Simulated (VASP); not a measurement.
# LuBeSi4 (F-43m) in VASP: relaxation of cell and atoms with PBE

Aim: the relaxation of cell and atoms of LuBeSi4 with PBE.

All numbers are computed with VASP 6.6.1; they aren't measurements. Logs are shortened: lines on timing, memory, paths and dates and some standing lists are left out, and cuts for length are marked.

## (1) The cell of the first run

It takes space group F-43m (No. 216, cubic). The conventional cell has a = 7.073 Å, b = 7.073 Å, c = 7.073 Å, α = 90.00°, β = 90.00°, γ = 90.00°. Lu (site symmetry -43m) has 12 Si at 2.93 Å and 4 Be at 3.06 Å within 3.9 Å. Within 3.9 Å of Be (site symmetry -43m) lie 12 Si at 2.93 Å and 4 Lu at 3.06 Å. Si (site symmetry 3m) has 6 Si at 2.49 to 2.51 Å and 3 Be at 2.93 Å and 3 Lu at 2.93 Å within 3.3 Å.

The cell was generated, and may not be a known phase.

## (2) Relaxation of cell and atoms, PBE

INCAR reads:

```
SYSTEM = LuBeSi4
  PREC = Accurate
  ENCUT = 600
  EDIFF = 1E-6
  ISMEAR = 0
  SIGMA = 0.1
  LREAL = .False.
  LASPH = .True.
  NELM = 80
  ALGO = Normal
  ISIF = 3
  LWAVE = .False.
  LCHARG = .False.
  GGA = PE
  IBRION = 2
  NSW = 100
  EDIFFG = -0.01
```

KPOINTS reads:

```
Automatic mesh
0
Gamma
  10 10 10
  0 0 0
```

POSCAR reads:

```
LuBeSi4
1.0
    0.0000000000      3.5366009000      3.5366009000
    3.5366009000      0.0000000000      3.5366009000
    3.5366009000      3.5366009000      0.0000000000
Lu Be Si
1 1 4
Direct
    0.0000000000      0.0000000000      0.0000000000
    0.7500000000      0.7500000000      0.7500000000
    0.8732489600      0.3755836800      0.3755836800
    0.3755836800      0.3755836800      0.3755836800
    0.3755836800      0.8732489600      0.3755836800
    0.3755836800      0.3755836800      0.8732489600
```

Potentials or basis: VASP PAW PBE potentials, release 64 (Lu, Be, Si).

Run with:

```bash
> cat potpaw_PBE.64/Lu/POTCAR potpaw_PBE.64/Be/POTCAR potpaw_PBE.64/Si/POTCAR > POTCAR
> mpirun -np 1 vasp_std > vasp.out
```

OUTCAR:

```text
SYSTEM = LuBeSi4
   PREC = Accurate
   ENCUT = 600
   EDIFF = 1E-6
   ISMEAR = 0
   LREAL = .False.
   LASPH = .True.
   NELM = 80
   ISIF = 3
   GGA = PE
   IBRION = 2
   NSW = 100
   EDIFFG = -0.01

 ion  position               nearest neighbor table
   1  0.000  0.000  0.000-   3 2.93   5 2.93   6 2.93   4 2.93   4 2.93   4 2.93   3 2.93   5 2.93
                             6 2.93   3 2.93   5 2.93   6 2.93   2 3.06   2 3.06   2 3.06   2 3.06
   2  0.750  0.750  0.750-   1 3.06   1 3.06   1 3.06   1 3.06
   3  0.873  0.376  0.376-   4 2.49   5 2.49   6 2.49   4 2.51   6 2.51   5 2.51   1 2.93   1 2.93
                             1 2.93
   4  0.376  0.376  0.376-   3 2.49   5 2.49   6 2.49   6 2.51   5 2.51   3 2.51   1 2.93   1 2.93
                             1 2.93
   5  0.376  0.873  0.376-   3 2.49   4 2.49   6 2.49   6 2.51   4 2.51   3 2.51   1 2.93   1 2.93
                             1 2.93
   6  0.376  0.376  0.873-   3 2.49   4 2.49   5 2.49   4 2.51   5 2.51   3 2.51   1 2.93   1 2.93
                             1 2.93

  LATTYP: Found a face centered cubic cell.
 ALAT       =     7.0732018000

  Lattice vectors:

 A1 = (   0.0000000000,   3.5366009000,   3.5366009000)
 A2 = (   3.5366009000,   0.0000000000,   3.5366009000)
 A3 = (   3.5366009000,   3.5366009000,   0.0000000000)

Analysis of symmetry for initial positions (statically):
=====================================================================
 Subroutine PRICEL returns:
 Original cell was already a primitive cell.

 Routine SETGRP: Setting up the symmetry group for a
 face centered cubic supercell.

 Subroutine GETGRP returns: Found 24 space group operations
 (whereof 24 operations were pure point group operations)
 out of a pool of 48 trial point group operations.

The static configuration has the point symmetry T_d .

Analysis of symmetry for dynamics (positions and initial velocities):
=====================================================================
 Subroutine PRICEL returns:
 Original cell was already a primitive cell.

 Routine SETGRP: Setting up the symmetry group for a
 face centered cubic supercell.

 Subroutine GETGRP returns: Found 24 space group operations
 (whereof 24 operations were pure point group operations)
 out of a pool of 48 trial point group operations.

The dynamic configuration has the point symmetry T_d .

 Subroutine INISYM returns: Found 24 space group operations
 (whereof 24 operations are pure point group operations),
 and found     1 'primitive' translations

----------------------------------------------------------------------------------------

                                     Primitive cell

  volume of cell :      88.4684

  direct lattice vectors                    reciprocal lattice vectors
     0.000000000  3.536600900  3.536600900    -0.141378689  0.141378689  0.141378689
     3.536600900  0.000000000  3.536600900     0.141378689 -0.141378689  0.141378689
     3.536600900  3.536600900  0.000000000     0.141378689  0.141378689 -0.141378689

  length of vectors
     5.001508957  5.001508957  5.001508957     0.244875073  0.244875073  0.244875073

  position of ions in fractional coordinates (direct lattice)
     0.000000000  0.000000000  0.000000000
     0.750000000  0.750000000  0.750000000
     0.873248960  0.375583680  0.375583680
     0.375583680  0.375583680  0.375583680
     0.375583680  0.873248960  0.375583680
     0.375583680  0.375583680  0.873248960

  ion indices of the primitive-cell ions
   primitive index   ion index
                 1           1
                 2           2
                 3           3
                 4           4
                 5           5
                 6           6

----------------------------------------------------------------------------------------

 KPOINTS: Automatic mesh

Automatic generation of k-mesh.
 Grid dimensions read from file:
 generate k-points for:   10   10   10

 Generating k-lattice:

  Cartesian coordinates                     Fractional coordinates (reciprocal lattice)
    -0.014137869  0.014137869  0.014137869     0.100000000  0.000000000  0.000000000
     0.014137869 -0.014137869  0.014137869     0.000000000  0.100000000  0.000000000
     0.014137869  0.014137869 -0.014137869     0.000000000  0.000000000  0.100000000

  Length of vectors
     0.024487507  0.024487507  0.024487507

  Shift w.r.t. Gamma in fractional coordinates (k-lattice)
     0.000000000  0.000000000  0.000000000

 Subroutine IBZKPT returns following result:
 ===========================================

 Found     47 irreducible k-points:

 Following reciprocal coordinates:
            Coordinates               Weight
  0.000000  0.000000  0.000000      1.000000
  0.100000  0.000000  0.000000      8.000000
  0.200000  0.000000  0.000000      8.000000
  0.300000  0.000000  0.000000      8.000000
  0.400000  0.000000  0.000000      8.000000
  0.500000  0.000000  0.000000      4.000000
[... 16 lines left out ...]
  0.300000  0.300000  0.000000      6.000000
  0.400000  0.300000  0.000000     24.000000
 [... further k-points ...]
   k-points           NKPTS =     47   k-points in BZ     NKDIM =     47   number of bands    NBANDS=     25
   number of dos      NEDOS =    301   number of ions     NIONS =      6
   total plane-waves  NPLWV =  64000
   dimension x,y,z NGX =    40 NGY =   40 NGZ =   40
   dimension x,y,z NGXF=    80 NGYF=   80 NGZF=   80
   ions per type =               1   1   4
   NGX,Y,Z   is equivalent  to a cutoff of  13.30, 13.30, 13.30 a.u.
   NGXF,Y,Z  is equivalent  to a cutoff of  26.59, 26.59, 26.59 a.u.
 SYSTEM =  LuBeSi4
   PREC   = accura    normal or accurate (medium, high low for compatibility)
   ISTART =      0    job   : 0-new  1-cont  2-samecut
   ICHARG =      2    charge: 1-file 2-atom 10-const
   ISPIN  =      1    spin polarized calculation?
   LNONCOLLINEAR =      F non collinear calculations
   LSORBIT =      F    spin-orbit coupling
   LASPH  =      T    aspherical Exc in radial PAW
   ENCUT  =  600.0 eV  44.10 Ry    6.64 a.u.   9.99  9.99  9.99*2*pi/ulx,y,z
   NELM   =     80;   NELMIN=  2; NELMDL= -5     # of ELM steps
   EDIFF  = 0.1E-05   stopping-criterion for ELM
   LREAL  =      F    real-space projection
   EDIFFG = -.1E-01   stopping-criterion for IOM
   NSW    =    100    number of steps for IOM
   IBRION =      2    ionic relax: 0-MD 1-quasi-New 2-CG
   NFREE  =      1    steps in history (QN), initial steepest desc. (CG)
   ISIF   =      3    stress and relaxation
   ISYM   =      2    0-nonsym 1-usesym 2-fastsym
   POTIM  = 0.5000    time-step for ionic-motion
   TEBEG  =    0.0;   TEEND  =   0.0 temperature during run
   PSTRESS=    0.0 pullay stress
   NELECT =      43.0000    total number of electrons
   NUPDOWN=      -1.0000    fix difference up-down
   EMIN   =  10.00;   EMAX   =-10.00  energy-range for DOS
   EFERMI =   0.00;   METHOD = LEGACY
   ISMEAR =     0;   SIGMA  =   0.10  broadening in eV -4-tet -1-fermi 0-gaus
   EFERMI_NEDOS =   21; number of points for ismear=-14 and -15
   IALGO  =     38    algorithm
   IMIX   =      4    mixing-type and parameters
     AMIX     =   0.40;   BMIX     =  1.00
     AMIX_MAG =   1.60;   BMIX_MAG =  1.00
  volume/ion in A,a.u.               =      14.74        99.50
  Fermi-wavevector in a.u.,A,eV,Ry     =   1.287167  2.432393 22.542121  1.656799
  Thomas-Fermi vector in A             =   2.419198
   LORBIT       =      0    0 simple, 1 ext, 2 COOP (PROOUT), +10 PAW based schemes
   GGA     = PE    functional components
   LHFCALC =     F    Hartree Fock is set to
   AEXX    =    0.0000 exact exchange contribution
   IVDW    =     0    specifies the selected vdW correction
   LEPSILON=     F    determine dielectric tensor
   LRPA    =     F    only Hartree local field effects (RPA)
 conjugate gradient relaxation of ions
 non-spin polarized calculation
 Gauss-broadening in eV      SIGMA  =   0.10
  energy-cutoff  :      600.00
  volume of cell :       88.47
 maximum number of plane-waves:      2970
   NGX = 19   NGY = 19   NGZ = 19

--------------------------------------- Ionic step        1  -------------------------------------------

 number of electron      42.9999995 magnetization

 Free energy of the ion-electron system (eV)
  ---------------------------------------------------
  ext. energy  EPLUGINS =         0.00000000
  ---------------------------------------------------
  free energy    TOTEN  =       -29.24421843 eV

  energy without entropy =      -29.23222120  energy(sigma->0) =      -29.23821982

------------------------ aborting loop because EDIFF is reached ----------------------------------------

  FORCE on cell =-STRESS in cart. coord.  units (eV):
  Direction    XX          YY          ZZ          XY          YZ          ZX
  --------------------------------------------------------------------------------------
  -------------------------------------------------------------------------------------
  Total        1.9628659      1.9628659      1.9628659      0.0000000      0.0000000     -0.0000000
  in kB       35.5478266     35.5478266     35.5478266      0.0000000      0.0000000     -0.0000000
  external PRESSURE =      35.5478266 kB  Pullay stress =       0.0000000 kB
[... 145 lines left out ...]
  energy  without entropy=      -29.2661787493  energy(sigma->0) =      -29.27268292

--------------------------------------- Ionic step        5  -------------------------------------------

 number of electron      42.9999998 magnetization

 Free energy of the ion-electron system (eV)
  ---------------------------------------------------
  ext. energy  EPLUGINS =         0.00000000
  ---------------------------------------------------
  free energy    TOTEN  =       -29.27928134 eV

  energy without entropy =      -29.26617793  energy(sigma->0) =      -29.27272963

 E-fermi :   7.9997     XC(G=0): -11.1364

 val. band max:        7.9979007737   @ k =  -0.2000   0.1000   0.0000
 cond. band min:       8.0042805919   @ k =  -0.3000   0.5000   0.2000
 fundamental gap:      0.0063798181
 Fermi energy:         7.9997290400

 k-point     1 :       0.0000    0.0000    0.0000
  band No.  band energies     occupation
      1     -48.0548      2.00000
      2     -18.7907      2.00000
      3     -18.7907      2.00000
      4     -18.7907      2.00000
      5      -5.6267      2.00000
      6       0.6028      2.00000
[... 661 lines left out ...]
     24       8.9774      0.00000
     25       9.8863      0.00000

 [... further k-points ...]

------------------------ aborting loop because EDIFF is reached ----------------------------------------

  FORCE on cell =-STRESS in cart. coord.  units (eV):
  Direction    XX          YY          ZZ          XY          YZ          ZX
  --------------------------------------------------------------------------------------
  -------------------------------------------------------------------------------------
  Total        0.0016273      0.0016273      0.0016273      0.0000000      0.0000000     -0.0000000
  in kB        0.0284701      0.0284701      0.0284701      0.0000000      0.0000000     -0.0000000
  external PRESSURE =       0.0284701 kB  Pullay stress =       0.0000000 kB
[... 21 lines left out ...]
  FREE ENERGIE OF THE ION-ELECTRON SYSTEM (eV)
  ---------------------------------------------------
  free  energy   TOTEN  =       -29.2792813367 eV

  energy  without entropy=      -29.2661779259  energy(sigma->0) =      -29.27272963

 reached required accuracy - stopping structural energy minimisation
```

Run time: 16 min. Hardware: 1 thread of Intel Xeon 8259CL, shared host; peak memory 0.35 GiB.

What came out:

| Item | Value |
| --- | --- |
| Free energy | -29.2793 eV |
| Relaxed volume | 15.26 Å³/atom |
| Relaxed cell | a = 5.059 Å, b = 5.059 Å, c = 5.059 Å, α = 60.00°, β = 60.00°, γ = 60.00° |
| Space group after relaxing (to 0.1 Å) | F-43m (No. 216) |
| Energy gained by relaxing | 5.8 meV/atom |
| Ionic steps | 5 |
| Pressure after relaxing | 0.0 GPa |
| Largest force after relaxing | 0.003 eV/Å |
| Band gap on the k mesh | zero (an odd number of electrons rules out a gap without spin polarisation) |

Forces on the atoms (eV/Å):
```
Lu   0.000  0.000  0.000
Be   0.000  0.000  0.000
Si   0.002 -0.002 -0.002
Si   0.002  0.002  0.002
Si  -0.002  0.002 -0.002
Si  -0.002 -0.002  0.002
```

The path:
| step | energy change (eV) | largest force (eV/Å) | pressure (GPa) | volume (Å³) |
| --- | --- | --- | --- | --- |
| 1 | 0.0000 | 0.1202 | 3.55 | 88.47 |
| 2 | -0.0314 | 0.0090 | -0.96 | 92.72 |
| 3 | -0.0350 | 0.0309 | -0.05 | 91.67 |
| 4 | -0.0350 | 0.0323 | 0.00 | 91.60 |
| 5 | -0.0351 | 0.0031 | 0.00 | 91.58 |

Final structure:
```
Lu Be Si
1.0
     0.00000    3.57758    3.57758
     3.57758    0.00000    3.57758
     3.57758    3.57758    0.00000
Lu Be Si
1 1 4
Direct
  0.00000 0.00000 0.00000
  0.75000 0.75000 0.75000
  0.87184 0.37605 0.37605
  0.37605 0.37605 0.37605
  0.37605 0.87184 0.37605
  0.37605 0.37605 0.87184
```

Caveat: spin-orbit coupling is left out, which moves the levels of the heavy elements.
